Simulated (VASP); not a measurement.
# CaF2 (Fm-3m) in VASP: G0W0 quasiparticle levels with PBEsol

Aim: the G0W0 quasiparticle levels of CaF2 with PBEsol.

Everything below comes from runs of VASP 6.6.1. Logs are shortened: lines on timing, memory, paths and dates and some standing lists are left out, and cuts for length are marked.

**1. The cell of the first run**

Symmetry: Fm-3m, No. 225, cubic system. Conventional cell: a = 5.462 Å, b = 5.462 Å, c = 5.462 Å, α = 90.00°, β = 90.00°, γ = 90.00°. Ca (site symmetry m-3m) has 8 F at 2.37 Å within 3.1 Å. Within 3.1 Å of F (site symmetry -43m) lie 4 Ca at 2.37 Å and 6 F at 2.73 Å.

**2. G0W0 quasiparticle levels, PBEsol**

Contents of POSCAR:

```
CaF2
1.0
    0.0000000000      2.7310000000      2.7310000000
    2.7310000000      0.0000000000      2.7310000000
    2.7310000000      2.7310000000      0.0000000000
Ca F
1 2
Direct
    0.0000000000      0.0000000000      0.0000000000
    0.2500000000      0.2500000000      0.2500000000
    0.7500000000      0.7500000000      0.7500000000
```

Contents of INCAR.step1:

```
ALGO = Normal
EDIFF = 1E-8
ENCUT = 500
GGA = PS
ISMEAR = 0
LASPH = T
LCHARG = F
LREAL = F
LWAVE = T
NELM = 60
PREC = Accurate
SIGMA = 0.01
```

Contents of INCAR.step2:

```
ALGO = Exact
EDIFF = 1E-8
ENCUT = 500
GGA = PS
ISMEAR = 0
ISTART = 1
LASPH = T
LCHARG = F
LOPTICS = T
LREAL = F
LWAVE = T
NBANDS = 342
NELM = 1
PREC = Accurate
SIGMA = 0.01
```

Contents of INCAR.step3:

```
ALGO = EVGW0
EDIFF = 1E-8
ENCUT = 500
ENCUTGW = 200
GGA = PS
ISMEAR = 0
ISTART = 1
LASPH = T
LCHARG = F
LREAL = F
LWAVE = F
NBANDS = 342
NBANDSGW = 20
NELMGW = 1
NOMEGA = 48
PREC = Accurate
PRECFOCK = Fast
SIGMA = 0.01
```

Contents of KPOINTS:

```
k-points
0
Gamma
  6 6 6
```

Potentials or basis: VASP PAW PBE potentials, release 64 (Ca_sv_GW, F_GW).

Started as:

```
$ cat potpaw_PBE.64/Ca_sv_GW/POTCAR potpaw_PBE.64/F_GW/POTCAR > POTCAR
$ cp INCAR.step1 INCAR
$ mpirun -np 1 vasp_std > vasp.out
$ cp INCAR.step2 INCAR
$ mpirun -np 1 vasp_std > vasp.out
$ cp INCAR.step3 INCAR
$ mpirun -np 1 vasp_std > vasp.out
```

OUTCAR:

```text
EDIFF = 1E-8
   ENCUT = 500
   ENCUTGW = 200
   GGA = PS
   ISMEAR = 0
   ISTART = 1
   LASPH = T
   LREAL = F
   NELMGW = 1
   PREC = Accurate
   PRECFOCK = Fast

 ion  position               nearest neighbor table
   1  0.000  0.000  0.000-   3 2.37   3 2.37   3 2.37   2 2.37   3 2.37   2 2.37   2 2.37   2 2.37

   2  0.250  0.250  0.250-   1 2.37   1 2.37   1 2.37   1 2.37
   3  0.750  0.750  0.750-   1 2.37   1 2.37   1 2.37   1 2.37

  LATTYP: Found a face centered cubic cell.
 ALAT       =     5.4620000000

  Lattice vectors:

 A1 = (   0.0000000000,   2.7310000000,   2.7310000000)
 A2 = (   2.7310000000,   0.0000000000,   2.7310000000)
 A3 = (   2.7310000000,   2.7310000000,   0.0000000000)

Analysis of symmetry for initial positions (statically):
=====================================================================
 Subroutine PRICEL returns:
 Original cell was already a primitive cell.

 Routine SETGRP: Setting up the symmetry group for a
 face centered cubic supercell.

 Subroutine GETGRP returns: Found 48 space group operations
 (whereof 48 operations were pure point group operations)
 out of a pool of 48 trial point group operations.

The static configuration has the point symmetry O_h .

Analysis of symmetry for dynamics (positions and initial velocities):
=====================================================================
 Subroutine PRICEL returns:
 Original cell was already a primitive cell.

 Routine SETGRP: Setting up the symmetry group for a
 face centered cubic supercell.

 Subroutine GETGRP returns: Found 48 space group operations
 (whereof 48 operations were pure point group operations)
 out of a pool of 48 trial point group operations.

The dynamic configuration has the point symmetry O_h .

 Subroutine INISYM returns: Found 48 space group operations
 (whereof 48 operations are pure point group operations),
 and found     1 'primitive' translations

----------------------------------------------------------------------------------------

                                     Primitive cell

  volume of cell :      40.7376

  direct lattice vectors                    reciprocal lattice vectors
     0.000000000  2.731000000  2.731000000    -0.183083120  0.183083120  0.183083120
     2.731000000  0.000000000  2.731000000     0.183083120 -0.183083120  0.183083120
     2.731000000  2.731000000  0.000000000     0.183083120  0.183083120 -0.183083120

  length of vectors
     3.862217239  3.862217239  3.862217239     0.317109265  0.317109265  0.317109265

  position of ions in fractional coordinates (direct lattice)
     0.000000000  0.000000000  0.000000000
     0.250000000  0.250000000  0.250000000
     0.750000000  0.750000000  0.750000000

  ion indices of the primitive-cell ions
   primitive index   ion index
                 1           1
                 2           2
                 3           3

----------------------------------------------------------------------------------------

 KPOINTS: k-points

Automatic generation of k-mesh.
 Grid dimensions read from file:
 generate k-points for:    6    6    6

 Generating k-lattice:

  Cartesian coordinates                     Fractional coordinates (reciprocal lattice)
    -0.030513853  0.030513853  0.030513853     0.166666667  0.000000000  0.000000000
     0.030513853 -0.030513853  0.030513853     0.000000000  0.166666667  0.000000000
     0.030513853  0.030513853 -0.030513853     0.000000000  0.000000000  0.166666667

  Length of vectors
     0.052851544  0.052851544  0.052851544

  Shift w.r.t. Gamma in fractional coordinates (k-lattice)
     0.000000000  0.000000000  0.000000000

 Subroutine IBZKPT returns following result:
 ===========================================

 Found     16 irreducible k-points:

 Following reciprocal coordinates:
            Coordinates               Weight
  0.000000  0.000000  0.000000      1.000000
  0.166667  0.000000  0.000000      8.000000
  0.333333  0.000000  0.000000      8.000000
  0.500000  0.000000  0.000000      4.000000
  0.166667  0.166667  0.000000      6.000000
  0.333333  0.166667  0.000000     24.000000
[... 8 lines left out ...]
 -0.333333  0.333333  0.166667     24.000000
 -0.333333  0.500000  0.166667     12.000000
   k-points           NKPTS =     16   k-points in BZ     NKDIM =    216   number of bands    NBANDS=    342
   number of dos      NEDOS =    301   number of ions     NIONS =      3
   total plane-waves  NPLWV =  21952
   dimension x,y,z NGX =    28 NGY =   28 NGZ =   28
   dimension x,y,z NGXF=    56 NGYF=   56 NGZF=   56
   ions per type =               1   2
   NGX,Y,Z   is equivalent  to a cutoff of  12.05, 12.05, 12.05 a.u.
   NGXF,Y,Z  is equivalent  to a cutoff of  24.10, 24.10, 24.10 a.u.
 SYSTEM =  unknown system
   PREC   = accura    normal or accurate (medium, high low for compatibility)
   ISTART =      1    job   : 0-new  1-cont  2-samecut
   ICHARG =      0    charge: 1-file 2-atom 10-const
   ISPIN  =      1    spin polarized calculation?
   LNONCOLLINEAR =      F non collinear calculations
   LSORBIT =      F    spin-orbit coupling
   LASPH  =      T    aspherical Exc in radial PAW
   ENCUT  =  500.0 eV  36.75 Ry    6.06 a.u.   7.04  7.04  7.04*2*pi/ulx,y,z
   NELM   =     60;   NELMIN=  2; NELMDL=  0     # of ELM steps
   EDIFF  = 0.1E-07   stopping-criterion for ELM
   LREAL  =      F    real-space projection
   EDIFFG = 0.1E-06   stopping-criterion for IOM
   NSW    =      0    number of steps for IOM
   IBRION =     -1    ionic relax: 0-MD 1-quasi-New 2-CG
   NFREE  =      0    steps in history (QN), initial steepest desc. (CG)
   ISIF   =      0    stress and relaxation
   ISYM   =      3    0-nonsym 1-usesym 2-fastsym
   POTIM  = 0.5000    time-step for ionic-motion
   TEBEG  =    0.0;   TEEND  =   0.0 temperature during run
   PSTRESS=    0.0 pullay stress
   NELECT =      24.0000    total number of electrons
   NUPDOWN=      -1.0000    fix difference up-down
   EMIN   =  10.00;   EMAX   =-10.00  energy-range for DOS
   EFERMI =   0.00;   METHOD = LEGACY
   ISMEAR =     0;   SIGMA  =   0.01  broadening in eV -4-tet -1-fermi 0-gaus
   EFERMI_NEDOS =   21; number of points for ismear=-14 and -15
   IALGO  =     38    algorithm
   IMIX   =      4    mixing-type and parameters
     AMIX     =   0.40;   BMIX     =  1.00
     AMIX_MAG =   1.60;   BMIX_MAG =  1.00
  volume/ion in A,a.u.               =      13.58        91.64
  Fermi-wavevector in a.u.,A,eV,Ry     =   1.372398  2.593457 25.626266  1.883477
  Thomas-Fermi vector in A             =   2.498009
   LORBIT       =      0    0 simple, 1 ext, 2 COOP (PROOUT), +10 PAW based schemes
   GGA     = PS    functional components
   LHFCALC =     T    Hartree Fock is set to
   PRECFOCK=fast      Normal, Fast or Accurate (Low or Medium for compatibility)
   ENCUT4O =  -1.0   cutoff for four orbital integrals eV
   NKREDX  =     1    reduce k-point grid by
   NKREDY  =     1    reduce k-point grid by
   NKREDZ  =     1    reduce k-point grid by
   AEXX    =    1.0000 exact exchange contribution
   HFSCREEN=    0.0000 screening length (either q_TF or 0.3 A-1)
   HFSCREENC=   0.0000 screening length for correlation (either q_TF or 0.3 A-1)
   ENCUTFOCK=  -1.0 apply spherical cutoff to Coloumb kernel
   IVDW    =     0    specifies the selected vdW correction
   LEPSILON=     F    determine dielectric tensor
   LRPA    =     F    only Hartree local field effects (RPA)
   LRPAFORCE           =     F    calculate RPA forces
   ENCUTGW             = 200.0    cutoff for response function in eV
   ENCUTGWSOFT         = 160.0    soft cutoff for Coulomb kernel in GW response function in eV
   ENCUTLF             =  -1.0    cutoff for local field effects
   NELMGW              =     1    number of iterations in solving QP/BSE equation
   NELMHF              =     1    number of iterations in the inner HF iteration
   NKREDLFX            =     1    NKREDLFY  =   1   NKREDLFZ  =   1
 non-spin polarized calculation
 Gauss-broadening in eV      SIGMA  =   0.01
  energy-cutoff  :      500.00
  volume of cell :       40.74
 maximum number of plane-waves:      1056
  NGX = 16; NGY = 16; NGZ = 16
   NGX = 15   NGY = 15   NGZ = 15
 maximum number of plane-waves:       274

 QP shifts <psi_nk| G(iteration)W_0 |psi_nk>: iteration 1
 for sc-GW calculations column KS-energies equals QP-energies in previous step
 and V_xc(KS)=  KS-energies - (<T + V_ion + V_H > + <T+V_H+V_ion>^1  + <V_x>^1)

 k-point   1 :       0.0000    0.0000    0.0000
  band No.  KS-energies  QP-energies   sigma(KS)   V_xc(KS)     V^pw_x(r,r')   Z            occupation Imag(sigma)

      1     -34.9347     -37.4093     -24.2090     -20.4912     -34.4060       0.6656       2.0000       0.9709
      2     -18.9306     -22.7552     -27.6454     -22.3080     -36.6072       0.7166       2.0000       0.8600
      3     -18.1523     -22.0199     -28.5764     -23.2164     -37.4828       0.7216       2.0000       0.8157
      4     -15.9559     -19.4562     -24.1979     -19.8767     -27.9122       0.8100       2.0000       0.2139
      5     -15.9559     -19.4562     -24.1979     -19.8767     -27.9122       0.8100       2.0000       0.2139
      6     -15.9559     -19.4562     -24.1979     -19.8767     -27.9122       0.8100       2.0000       0.2139
[... 12 lines left out ...]
     19      17.6172      18.8953      -6.8462      -8.3328      -2.9459       0.8597       0.0000      -0.1822
     20      17.6172      18.8953      -6.8462      -8.3328      -2.9459       0.8597       0.0000      -0.1822

 k-point   2 :       0.1667    0.0000    0.0000
  band No.  KS-energies  QP-energies   sigma(KS)   V_xc(KS)     V^pw_x(r,r')   Z            occupation Imag(sigma)

      1     -34.9259     -37.3996     -24.2149     -20.5002     -34.4109       0.6659       2.0000       0.9651
      2     -18.9981     -22.7994     -27.4247     -22.1252     -36.2398       0.7173       2.0000       0.8396
      3     -18.2218     -22.0886     -28.4687     -23.1109     -37.3610       0.7217       2.0000       0.8176
      4     -15.9667     -19.4688     -24.1873     -19.8633     -27.9070       0.8099       2.0000       0.2177
      5     -15.9667     -19.4688     -24.1873     -19.8633     -27.9070       0.8099       2.0000       0.2177
      6     -15.8348     -19.3676     -24.5003     -20.1404     -28.3873       0.8103       2.0000       0.2433
[... 12 lines left out ...]
     19      16.4999      17.8138      -7.3923      -8.9307      -3.5449       0.8540       0.0000      -0.1607
     20      18.2003      19.5741      -7.2059      -8.8081      -3.2072       0.8574       0.0000      -0.2027

 k-point   3 :       0.3333    0.0000    0.0000
  band No.  KS-energies  QP-energies   sigma(KS)   V_xc(KS)     V^pw_x(r,r')   Z            occupation Imag(sigma)

      1     -34.9087     -37.3794     -24.2270     -20.5185     -34.4212       0.6662       2.0000       0.9533
      2     -19.0707     -22.8241     -27.0921     -21.8543     -35.6505       0.7166       2.0000       0.8035
      3     -18.4385     -22.2828     -28.1750     -22.8298     -37.0490       0.7192       2.0000       0.8258
      4     -15.9885     -19.4919     -24.1669     -19.8372     -27.8977       0.8091       2.0000       0.2251
      5     -15.9885     -19.4919     -24.1669     -19.8372     -27.8977       0.8091       2.0000       0.2251
      6     -15.5806     -19.1539     -25.0891     -20.6664     -29.2799       0.8079       2.0000       0.2906
[... 12 lines left out ...]
     19      14.9588      16.5454      -8.8512     -10.7128      -5.0344       0.8523       0.0000      -0.1362
     20      19.5799      21.2180      -8.2915     -10.2223      -4.0674       0.8484       0.0000      -0.2591
[... 265 lines left out ...]
 k-point  15 :      -0.3333    0.3333    0.1667
  band No.  KS-energies  QP-energies   sigma(KS)   V_xc(KS)     V^pw_x(r,r')   Z            occupation Imag(sigma)

      1     -34.8914     -37.3820     -24.2395     -20.5366     -34.4312       0.6726       2.0000       0.9412
      2     -18.9606     -22.7261     -27.1462     -21.9182     -35.6251       0.7203       2.0000       0.7869
      3     -18.8455     -22.6313     -27.3968     -22.1370     -35.9900       0.7198       2.0000       0.7994
      4     -16.0438     -19.5497     -24.1054     -19.7626     -27.8639       0.8073       2.0000       0.2443
      5     -15.7020     -19.2631     -24.8640     -20.4599     -28.9573       0.8086       2.0000       0.2772
      6     -15.5766     -19.1545     -25.1230     -20.6947     -29.3388       0.8080       2.0000       0.2956
[... 12 lines left out ...]
     19      15.3370      17.3558     -11.0021     -13.4191      -6.9957       0.8353       0.0000      -0.1460
     20      17.6636      19.7169      -9.7420     -12.2125      -5.4777       0.8311       0.0000      -0.2282

 k-point  16 :      -0.3333    0.5000    0.1667
  band No.  KS-energies  QP-energies   sigma(KS)   V_xc(KS)     V^pw_x(r,r')   Z            occupation Imag(sigma)

      1     -34.8885     -37.3831     -24.2418     -20.5396     -34.4328       0.6738       2.0000       0.9391
      2     -19.1092     -22.8398     -26.9422     -21.7369     -35.3780       0.7167       2.0000       0.7823
      3     -18.7107     -22.5072     -27.6224     -22.3393     -36.2823       0.7186       2.0000       0.8051
      4     -16.0662     -19.5690     -24.0778     -19.7303     -27.8454       0.8057       2.0000       0.2515
      5     -15.8186     -19.3770     -24.6644     -20.2681     -28.6980       0.8094       2.0000       0.2751
      6     -15.4330     -19.0188     -25.3215     -20.8915     -29.5744       0.8094       2.0000       0.2960
[... 12 lines left out ...]
     19      15.3097      17.2100      -9.8830     -12.1421      -5.8875       0.8412       0.0000      -0.1467
     20      16.5162      18.4367     -11.0254     -13.3471      -6.9221       0.8272       0.0000      -0.1681
```

It took 77 min on 1 thread of Intel Xeon 8259CL, shared host; peak memory 1.8 GiB.

What came out:

```yaml
Quasiparticle_gap: 10.55 eV
Least_direct_quasiparticle_gap: 10.85 eV
Band_gap_of_the_starting_levels_on_the_mesh: 7.12 eV
Least_direct_gap_of_the_starting_levels_on_the_mesh: 7.37 eV
```

Caveat: bands, screening cutoff and mesh are small and nothing is extrapolated, so the quasiparticle values aren't converged.
